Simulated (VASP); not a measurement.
The system is AlGaN2.

```
Al Ga N
1.0
     3.14088    0.00000    0.00000
     0.00000    3.14088    0.00000
     0.00000    0.00000    4.42384
Al Ga N
1 1 2
Cartesian
  1.5704 1.5704 2.2119
  0.0000 0.0000 0.0000
  1.5704 0.0000 3.2660
  0.0000 1.5704 1.1579
```

- Program: VASP 6.6.1
- Task: relaxation of cell and atoms
- Functional: LDA
- Potentials or basis: VASP PAW LDA potentials, release 64 (Al, Ga_d, N)
- Cutoff: 600 eV
- k mesh: 8 × 8 × 6
- Occupations: gaussian, width 0.02 eV
- Spin: no spin polarisation

At the start: pressure -4.3 GPa; volume 10.91 Å³/atom.

Task: How do energy, volume and symmetry change on relaxing?

Result: Over 9 steps the energy falls by 3.5 meV/atom and the volume is 10.68 Å³/atom (-2.1 %); space group P-4m2 (No. 115, to 0.05 Å).

Step by step:
```csv
step,energy change (eV),largest force (eV/Å),pressure (GPa),volume (Å³)
1,0.0000,0.1699,-4.27,43.64
2,-0.0019,0.0435,4.47,41.83
3,-0.0137,0.0650,0.05,42.69
4,-0.0137,0.0626,0.16,42.67
5,-0.0139,0.0126,0.01,42.69
6,-0.0139,0.0004,0.14,42.69
7,-0.0139,0.0025,0.10,42.69
8,-0.0139,0.0005,-0.10,42.72
9,-0.0139,0.0009,0.05,42.71
```

Final structure:
```xyz
4
Lattice="3.1189 0.0000 0.0000 0.0000 3.1189 0.0000 0.0000 0.0000 4.3900" Properties=species:S:1:pos:R:3 pbc="T T T"
Al    1.5595    1.5595    2.1950
Ga    0.0000    0.0000    0.0000
N     1.5595    0.0000    3.2478
N     0.0000    1.5595    1.1423
```
